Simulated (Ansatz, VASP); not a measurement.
## B: VASP beside Ansatz

INCAR

```
PREC     = Accurate       # precision mode
ENCUT    = 600            # plane-wave cutoff, eV
EDIFF    = 1E-7           # SCF threshold, eV
ISMEAR   = 0              # smearing method
SIGMA    = 0.1            # smearing width, eV
LREAL    = False          # projectors in reciprocal space
LASPH    = True           # aspherical terms in the spheres
NELM     = 60             # most SCF steps
ALGO     = Normal         # electronic algorithm
ISIF     = 3              # what is computed and relaxed
LWAVE    = False          # write WAVECAR
LCHARG   = False          # write CHGCAR
GGA      = PE             # functional
IBRION   = 2              # ionic algorithm
NSW      = 100            # ionic steps
EDIFFG   = -0.01          # ionic threshold
```

KPOINTS

```
regular mesh
0
Gamma
  9 9 12
```

Contents of POSCAR:

```
B
1.0
    5.6073571188      0.0000000000      0.0000000000
   -2.8036785594      4.8561137130      0.0000000000
    0.0000000000      0.0000000000      3.0886558455
B
8
Direct
    0.5000000000      0.0000000000      0.5000000000
    0.0000000000      0.5000000000      0.5000000000
    0.5000000000      0.5000000000      0.5000000000
    0.3333333333      0.6666666667      0.0000000000
    0.6666666667      0.3333333333      0.0000000000
    0.3333333333      0.6666666667      0.5000000000
    0.6666666667      0.3333333333      0.5000000000
    0.0000000000      0.0000000000      0.0000000000
```

Input for Ansatz:

```yaml
crystal:
  lattice:
    - [5.6073571188, 0.0, 0.0]
    - [-2.8036785594, 4.856113713, 0.0]
    - [0.0, 0.0, 3.0886558455]
  atoms:
    - { symbol: B, position: [0.5, 0.0, 0.5] }
    - { symbol: B, position: [0.0, 0.5, 0.5] }
    - { symbol: B, position: [0.5, 0.5, 0.5] }
    - { symbol: B, position: [0.3333333333, 0.6666666667, 0.0] }
    - { symbol: B, position: [0.6666666667, 0.3333333333, 0.0] }
    - { symbol: B, position: [0.3333333333, 0.6666666667, 0.5] }
    - { symbol: B, position: [0.6666666667, 0.3333333333, 0.5] }
    - { symbol: B, position: [0.0, 0.0, 0.0] }
basis:
  ecutwfc: 420
kpoints:
  mp_grid: { grid: [9, 9, 12] }
hamiltonian:
  xc: pbe
scf:
  occupations: { method: gaussian, width: 0.1 }
output:
  forces: true
  stress: true
  eigenvalues: true
relax:
  adjacent_minimum: "off"
  f_tol: 0.01
  max_steps: 80
  cell: { stress_tol: 0.05 }
```

Alike in both runs: task relaxation of cell and atoms; functional PBE; k mesh 9 × 9 × 12; occupations gaussian, width 0.1 eV; no spin polarisation.

```csv
,VASP,Ansatz
version,VASP 6.6.1,Ansatz 0.2.0
potentials or method,"VASP PAW PBE potentials, release 64 (B), cutoff 600 eV","scalar-relativistic, plane waves, PAW"
valence electrons in the cell,24,24
```

Ansatz gave:

* gap on the k mesh at the Fermi level, each at its own relaxed structure (eV): none
* relaxed volume (Å³/atom): 10.51
* relaxed length of the cell vector where the two differ most in proportion (Å): 5.616

Task: Estimate VASP's values.

Result: gap on the k mesh at the Fermi level, each at its own relaxed structure (eV): none; relaxed volume (Å³/atom): 10.50; relaxed length of the cell vector where the two differ most in proportion (Å): 5.613.

A gap of «none» marks a metal or a gap that the smearing closes.
